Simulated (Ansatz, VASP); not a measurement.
# Two plane-wave programs on BiTe3O2

```
CELL_PARAMETERS angstrom
4.42774 0.00000 0.00000
0.00000 4.42774 0.00000
0.00000 0.00000 7.84039
ATOMIC_POSITIONS crystal
Bi 0.00000 0.00000 0.00000
Te 0.00000 0.50000 0.50246
Te 0.50000 0.00000 0.49754
Te 0.50000 0.50000 0.00000
O 0.00000 0.50000 0.74707
O 0.50000 0.00000 0.25293
```

Change from the starting cell: species swapped into the Ti2CuSb3 type (P-4m2, No. 115).

Alike in both runs: functional PBE; k mesh 8 × 8 × 6; occupations gaussian, width 0.1 eV; no spin polarisation.

Ansatz relaxed the structure, and its values are those at the end. VASP's run is a single point on that final structure, the one shown.

|  | VASP | Ansatz |
| --- | --- | --- |
| version | VASP 6.6.1 | Ansatz 0.2.0 |
| potentials or method | VASP PAW PBE potentials, release 64 (Bi_d, Te, O), cutoff 600 eV | scalar-relativistic, plane waves, PAW |
| valence electrons in the cell | 45 | 75 |

```tsv
	VASP	Ansatz	Ansatz less VASP
gap on the k mesh at the Fermi level (eV)	none	none	-
pressure (GPa)	0.0	0.0	+0.04
rms of the force components (eV/Å)	0.033	0.000	-0.0328
```

A gap of «none» marks a metal or a gap that the smearing closes. VASP's potentials hold 45 valence electrons a cell and Ansatz's 75, so a difference there can come from the potentials and not from the codes.

Neither program's run includes spin-orbit coupling.
